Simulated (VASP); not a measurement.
A run of VASP 6.6.1:

File INCAR:

```
SYSTEM = MgZr2N
ALGO = Normal
EDIFF = 1E-6
ENCUT = 520
GGA = PE
ISIF = 2
ISMEAR = 0
ISPIN = 2
LASPH = .True.
LCHARG = .False.
LMAXMIX = 4
LORBIT = 11
LREAL = .False.
LWAVE = .False.
MAGMOM = 0 1 1 0
NBANDS = 28
NELM = 150
PREC = Accurate
SIGMA = 0.1
```

Contents of KPOINTS:

```
k-points
0
Gamma
  6 6 6
  0 0 0
```

File POSCAR:

```
MgZr2N
1.0
    2.6926073895      1.5545776012      3.4982332109
   -2.6926073895      1.5545776012      3.4982332109
    0.0000000000     -3.1091552023      3.4982332109
Mg Zr N
1 2 1
Direct
    0.5000000000      0.5000000000      0.5000000000
    0.8140125626      0.8140125626      0.8140125626
    0.1859874374      0.1859874374      0.1859874374
    0.0000000000      0.0000000000      0.0000000000
```

Potentials or basis: VASP PAW PBE potentials, release 64 (Mg, Zr_sv, N).

Command:

```sh
$ cat potpaw_PBE.64/Mg/POTCAR potpaw_PBE.64/Zr_sv/POTCAR potpaw_PBE.64/N/POTCAR > POTCAR
$ mpirun -np 1 vasp_std > vasp.out
```

Hardware: 1 thread of Intel(R) Xeon(R) 6975P-C (Granite Rapids) (shared host).

Question: Estimate the wall time of this run.

Answer: It took 69 s on 1 thread of Intel(R) Xeon(R) 6975P-C (Granite Rapids) (shared host), peak memory 0.32 GiB. Counts: scf iterations 15, k points 32.
